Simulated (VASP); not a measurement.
A run of VASP 6.6.1 is set up as follows.

INCAR

```
SYSTEM = Co
ALGO = Normal
EDIFF = 1E-6
ENCUT = 520
GGA = PE
ISIF = 2
ISMEAR = -1
ISPIN = 2
LASPH = .TRUE.
LCHARG = .FALSE.
LMAXMIX = 4
LORBIT = 11
LREAL = .FALSE.
LWAVE = .FALSE.
MAGMOM = 1.7
NBANDS = 14
NELM = 150
PREC = Accurate
SIGMA = 0.05
```

The input KPOINTS:

```
k-points
0
G
  21 21 21
  0 0 0
```

The input POSCAR:

```
Co
1.0
   -1.3128935026      1.3128935026      1.3128935026
    1.3128935026     -1.3128935026      1.3128935026
    1.3128935026      1.3128935026     -1.3128935026
Co
1
Direct
    0.0000000000      0.0000000000      0.0000000000
```

Potentials or basis: VASP PAW PBE potentials, release 64 (Co).

Command:

```console
$ cat potpaw_PBE.64/Co/POTCAR > POTCAR
$ mpirun -np 1 vasp_std > vasp.out
```

Problem. Predict the net moment.

Solution. 1.60 μB per cell.

Problem. Estimate the pressure.

Solution. 64.9 GPa.

Problem. What does it give for the site moments?

Solution. Co +1.58 μB.

Caveat: the cell stands under pressure.
